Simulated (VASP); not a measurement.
# Eu: single point with r2SCAN

Eu:

```
Eu
1.0
    -2.22747    2.22747    2.22747
     2.22747   -2.22747    2.22747
     2.22747    2.22747   -2.22747
Eu
1
Direct
  0.00000 0.00000 0.00000
```

* Program: VASP 6.6.1
* Task: single point
* Functional: r2SCAN
* Potentials or basis: VASP PAW PBE potentials, release 64 (Eu)
* Cutoff: 520 eV
* k mesh: 8 × 8 × 8
* Occupations: fermi-dirac, width 0.05 eV
* Spin: collinear spin, ferromagnetic start
* Starting moments: [7.31] μB

* Pressure: -0.4 GPa
* Net moment: 7.79 μB per cell
* Site moments: Eu +6.71 μB
* Valence electrons inside the program's atomic spheres: Eu 14.79

Levels at points of the mesh, in eV from the Fermi level:
Spin up:
```
           k point  band 8  band 9  band 10  band 11  band 12  band 13  band 14  band 15  band 16  band 17
(0.00, 0.00, 0.00)   -0.63   -0.53    -0.53    -0.53    -0.50     1.98     1.98     1.98     3.48     3.48
(0.50, 0.00, 0.00)   -0.64   -0.53    -0.51    -0.50    -0.48     0.29     0.49     3.47     4.16     5.81
(0.50, 0.50, 0.50)   -0.64   -0.64    -0.64    -0.44    -0.44    -0.44     4.80     4.80     4.80     5.28
```
Spin down:
```tsv
k point	band 1	band 2	band 3	band 4	band 5	band 6	band 7	band 8	band 9	band 10
(0.00, 0.00, 0.00)	-39.41	-18.44	-18.44	-18.44	-3.14	3.22	3.22	3.22	5.14	5.14
(0.50, 0.00, 0.00)	-39.37	-18.92	-18.59	-18.44	-0.47	1.72	1.92	5.01	5.19	5.65
(0.50, 0.50, 0.50)	-39.34	-18.78	-18.78	-18.78	0.17	0.17	5.03	5.03	5.03	5.58
```

Run time: 8.6 min on 1 thread of Intel Xeon 8259CL, on a shared host, peak memory 0.23 GiB.

Caveat: the PAW data sets were made with another functional, which shifts forces and pressure a little; spin-orbit coupling is left out, which moves the levels of the heavy elements; semilocal functionals describe open f shells poorly, which spoils levels, moments and volumes. The state reached can hang on the start; a lower one may exist.
